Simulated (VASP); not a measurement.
Input of a VASP 6.6.1 run:

Contents of INCAR:

```
SYSTEM = Ag2As
  PREC = Accurate
  ENCUT = 520
  EDIFF = 1E-6
  ISMEAR = -1
  SIGMA = 0.05
  LREAL = .False.
  LASPH = .True.
  NELM = 60
  ALGO = Normal
  ISIF = 2
  LWAVE = .False.
  LCHARG = .True.
  GGA = PE
  LELF = .True.
  LVHAR = .True.
  NBANDS = 20
```

File KPOINTS:

```
Automatic mesh
0
Gamma
  13 13 13
  0 0 0
```

The input POSCAR:

```
Ag2As
1.0
    1.5293025611     -0.8829432453      6.8096559471
    0.0000000000      1.7658864906      6.8096559471
   -1.5293025611     -0.8829432453      6.8096559471
As Ag
1 2
Direct
    0.0000000000      0.0000000000      0.0000000000
    0.2226781896      0.2226781896      0.2226781896
    0.7773218104      0.7773218104      0.7773218104
```

Potentials or basis: VASP PAW PBE potentials, release 64 (As, Ag).

Command:

```bash
$ cat potpaw_PBE.64/As/POTCAR potpaw_PBE.64/Ag/POTCAR > POTCAR
$ mpirun -np 1 vasp_std > vasp.out
```

Question: Predict the pressure.

Answer: -0.1 GPa.

Question: Predict the band gap on the k mesh.

Answer: Zero (an odd number of electrons rules out a gap without spin polarisation).

Forces in eV/Å, atoms in the order of the input:
```
As   0.000  0.000  0.000
Ag   0.000  0.000 -0.006
Ag   0.000  0.000  0.006
```
